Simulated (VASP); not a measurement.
BeS: single point with PBEsol

The system is BeS.

```xyz
2
Lattice="0.0000 2.5920 2.3923 2.3923 0.0000 2.3923 2.3923 2.5920 0.0000" Properties=species:S:1:pos:R:3 pbc="T T T"
Be    0.0000    0.0000    0.0000
S     3.5884    3.8880    3.5884
```

This cell differs from its parent crystal: volume 14.834 Å^3 an atom, c/a of the conventional cell 1.0835.

```json
{"Program": "VASP 6.6.1", "Task": "single point", "Functional": "PBEsol", "Potentials or basis": "VASP PAW PBE potentials, release 64 (Be, S)", "Cutoff": "520 eV", "k mesh": "10 × 10 × 10", "Occupations": "gaussian, width 0.05 eV", "Spin": "no spin polarisation", "Dipole correction": "no", "Further INCAR settings": "ALGO = Normal; EDIFF = 1e-06; NBANDS = 11"}
```

```yaml
Pressure: -4.1 GPa
Band_gap_on_the_k_mesh: 2.67 eV, indirect (least direct gap 5.18 eV)
```

Stress tensor (GPa, compression positive):
```
-1.29  0.00  0.00
 0.00 -9.67  0.00
 0.00  0.00 -1.29
```

Levels at points of the mesh, in eV from the valence-band top:
```csv
k point,band 2,band 3,band 4,band 5,band 6,band 7
"(0.00, 0.00, 0.00)",-0.48,0.00,0.00,5.18,5.47,5.47
"(0.50, 0.00, 0.00)",-5.77,-1.52,-0.77,4.71,6.38,6.69
"(0.50, 0.50, 0.00)",-4.85,-2.94,-2.82,2.67,4.46,11.86
"(0.50, 0.00, 0.50)",-5.37,-2.27,-2.27,3.29,5.18,12.22
```

It took 26 s on 1 thread of AMD EPYC 7R13 Processor (Zen 3), on a shared host, peak memory 0.13 GiB.

Caveat: the PAW data sets were made with another functional, which shifts forces and pressure a little. A k mesh can miss the band edges.
